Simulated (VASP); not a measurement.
Wanted: the native input for a VASP 6.6.1 run.

```
Task                   : single point
Functional             : PBEsol
Potentials or basis    : VASP PAW PBE potentials, release 64 (Co, Si)
Cutoff                 : 520 eV
k mesh                 : 12 × 12 × 12
Occupations            : gaussian, width 0.05 eV
Spin                   : no spin polarisation
Dipole correction      : no
Further INCAR settings : ALGO = Normal; EDIFF = 1e-07; NBANDS = 16
```

The structure of CoSi2 lies in POSCAR:

```
CoSi2
1.0
    0.0000000000      2.6561265536      2.6561265536
    2.6561265536      0.0000000000      2.6561265536
    2.6561265536      2.6561265536      0.0000000000
Co Si
1 2
Direct
    0.0000000000      0.0000000000      0.0000000000
    0.2500000000      0.2500000000      0.2500000000
    0.7500000000      0.7500000000      0.7500000000
```

One way to write it, as run:

INCAR

```
ALGO     = Normal         # electronic algorithm
EDIFF    = 1E-7           # SCF threshold, eV
ENCUT    = 520            # plane-wave cutoff, eV
GGA      = PS             # functional
ISIF     = 2              # what is computed and relaxed
ISMEAR   = 0              # smearing method
LASPH    = True           # aspherical terms in the spheres
LCHARG   = False          # write CHGCAR
LREAL    = False          # projectors in reciprocal space
LWAVE    = False          # write WAVECAR
NBANDS   = 16             # bands
NELM     = 100            # most SCF steps
PREC     = Accurate       # precision mode
SIGMA    = 0.05           # smearing width, eV
```

KPOINTS

```
k-points
0
Gamma
  12 12 12
```

Potentials or basis: VASP PAW PBE potentials, release 64 (Co, Si).

Run with:

```console
$ cat potpaw_PBE.64/Co/POTCAR potpaw_PBE.64/Si/POTCAR > POTCAR
$ mpirun -np 1 vasp_std > vasp.out
```

Results of the run:

The pressure is 0.1 GPa and the band gap on the k mesh is zero (an odd number of electrons rules out a gap without spin polarisation).

Caveat: the PAW data sets were made with another functional, which shifts forces and pressure a little; the run has no spin polarisation, though such a crystal can be magnetic.

It took 68 s on 1 thread of Intel Xeon 8259CL, with other jobs on the host, peak memory 0.18 GiB.
